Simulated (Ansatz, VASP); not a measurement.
## One calculation of Mn, two programs

Contents of INCAR:

```
PREC = Accurate ; ENCUT = 520
EDIFF = 1E-6 ; ISMEAR = -1
SIGMA = 0.05 ; LREAL = False
LASPH = True ; NELM = 150
ALGO = Normal ; ISIF = 2
LWAVE = False ; LCHARG = True
ISPIN = 2 ; MAGMOM = 1.799 -1.799
LORBIT = 11 ; LMAXMIX = 4
GGA = PE ; LELF = True
LVHAR = True ; NBANDS = 24
```

The input KPOINTS:

```
Automatic mesh
0
Gamma
  14 14 10
```

File POSCAR:

```
Mn
1.0
    2.6711199626      0.0000000000      0.0000000000
    0.0000000000      2.6711199626      0.0000000000
    0.0000000000      0.0000000000      3.5911942739
Mn
2
Direct
    1.0000000000      0.0000000000      0.0000000000
    0.5000000000      0.5000000000      0.5000000000
```

Input for Ansatz:

```yaml
crystal:
  lattice:
    - [2.6711199626, 0.0, 0.0]
    - [0.0, 2.6711199626, 0.0]
    - [0.0, 0.0, 3.5911942739]
  atoms:
    - { symbol: Mn, position: [1.0, 0.0, 0.0], spin: 1.799 }
    - { symbol: Mn, position: [0.5, 0.5, 0.5], spin: -1.799 }
hamiltonian:
  xc: pbe
  pseudopotentials:
    kind: paw
    azcp:
      Mn: "pseudopotentials/Mn.paw.azcp"
basis:
  ecutwfc: 420
  fft_grid_basis: typed
kpoints:
  mp_grid: { grid: [14, 14, 10], shift: [0, 0, 0] }
magnetization:
  spin_polarized: true
scf:
  occupations: { method: fermi_dirac, width: 0.05 }
  lower_state_search: "off"
output:
  stress: true
```

Alike in both runs: task single point; functional PBE; k mesh 14 × 14 × 10; occupations fermi-dirac, width 0.05 eV; collinear spin.

|  | VASP | Ansatz |
| --- | --- | --- |
| version | VASP 6.6.1 | Ansatz 0.2.0 |
| potentials or method | VASP PAW PBE potentials, release 64 (Mn_pv), cutoff 520 eV | plane waves (420 eV) with PAW, scalar-relativistic |
| valence electrons in the cell | 26 | 30 |

```csv
,VASP,Ansatz,Ansatz less VASP
pressure (GPa),-12.1,-12.5,-0.49
"traceless stress, the component that is largest in VASP (GPa)",0.99,0.94,-0.053
net moment per atom (μB),0.00,0.00,0.000
size of the moment on the site where the two differ most (μB),2.40,2.35,-0.051
```

Site moments also hang on the region over which each program counts them. The functional is the same, so the differences come from potentials, cutoffs and numerics. VASP's potentials hold 26 valence electrons a cell and Ansatz's 30, so a difference there can come from the potentials and not from the codes.
